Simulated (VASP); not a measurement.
Wanted: the native input for a VASP 6.6.1 run.

* Task: single point
* Functional: PBEsol
* Potentials or basis: VASP PAW PBE potentials, release 64 (C, N, H)
* Cutoff: 520 eV
* k mesh: 2 × 2 × 1
* Occupations: fermi-dirac, width 0.05 eV
* Spin: no spin polarisation
* Dipole correction: no
* Further INCAR settings: LREAL = Auto; ALGO = Normal; EDIFF = 1e-07; NBANDS = 55

The structure of HC18N lies in POSCAR:

```
HC18N
1.0
    7.3980000000      0.0000000000      0.0000000000
   -3.6990000000      6.4068560000      0.0000000000
    0.0000000000      0.0000000000     11.0000000000
C N H
18 1 1
Direct
    0.0045738367     -0.0099304557      0.1248010909
    0.2277500747      0.1091113957      0.0877712727
    0.0027216636      0.3394963146      0.1063626364
    0.2257346729      0.4424939471      0.0875027273
   -0.0019122966      0.6621637820      0.0757325455
    0.2237814917      0.7743445459      0.0805406364
    0.3352193275     -0.0040022751      0.0809718182
    0.5575954562      0.1065318153      0.0814370909
    0.3332283566      0.3279500897      0.0829089091
    0.5568569048      0.4407803141      0.0764747273
    0.3351156683      0.6643559649      0.0812126364
    0.5573624736      0.7760831522      0.0845699091
    0.6649825534     -0.0045504378      0.0915204545
    0.8864313128      0.1058339691      0.1269172727
    0.6670190386      0.3302140707      0.0773185455
    0.8865180213      0.4427819199      0.0761095455
    0.6675073647      0.6615597416      0.0822750909
    0.8870080526      0.7683375434      0.0867395455
    0.9476742193      0.2460053730      0.2285034545
    1.0263537361     -0.0199770371      0.2262393636
```

The input as run:

INCAR

```
  PREC = Accurate
  ENCUT = 520
  EDIFF = 1E-7
  ISMEAR = -1
  SIGMA = 0.05
  LREAL = Auto
  LASPH = True
  NELM = 60
  ALGO = Normal
  ISIF = 2
  LWAVE = False
  LCHARG = False
  GGA = PS
  NBANDS = 55
```

KPOINTS

```
regular mesh
0
Gamma
  2 2 1
```

Potentials or basis: VASP PAW PBE potentials, release 64 (C, N, H).

Run with:

```console
$ cat potpaw_PBE.64/C/POTCAR potpaw_PBE.64/N/POTCAR potpaw_PBE.64/H/POTCAR > POTCAR
$ mpirun -np 1 vasp_std > vasp.out
```

Results of the run:

The largest force is 0.222 eV/Å. The band gap on the k mesh is 0.39 eV (least direct gap 0.47 eV).

Caveat: the k points lie up to 0.49 Å⁻¹ apart; the PAW data sets were made with another functional, which shifts forces and pressure a little.

Run time: 2.7 min on 1 thread of Intel(R) Xeon(R) 6975P-C (Granite Rapids) (shared host), peak memory 0.59 GiB.
